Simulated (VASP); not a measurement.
A run of VASP 6.6.1 is set up as follows.

File INCAR:

```
SYSTEM = ScHg
ALGO = Normal ; EDIFF = 1E-7
ENCUT = 520 ; GGA = PS
ISIF = 2 ; ISMEAR = 0
LASPH = .True. ; LCHARG = .False.
LREAL = .False. ; LWAVE = .False.
NBANDS = 18 ; NELM = 100
PREC = Accurate ; SIGMA = 0.1
```

Contents of KPOINTS:

```
k-points
0
Gamma
  12 12 12
  0 0 0
```

POSCAR

```
ScHg
1.0
    3.4673775995      0.0000000000      0.0000000000
    0.0000000000      3.4673775995      0.0000000000
    0.0000000000      0.0000000000      3.4673775995
Sc Hg
1 1
Direct
    0.5000000000      0.5000000000      0.5000000000
    0.0000000000      0.0000000000      0.0000000000
```

Potentials or basis: VASP PAW PBE potentials, release 64 (Sc_sv, Hg).

Command:

```bash
$ cat potpaw_PBE.64/Sc_sv/POTCAR potpaw_PBE.64/Hg/POTCAR > POTCAR
$ mpirun -np 1 vasp_std > vasp.out
```

**Question.** Predict the pressure.

**Answer.** 0.2 GPa.

Caveat: the PAW data sets were made with another functional, which shifts forces and pressure a little.
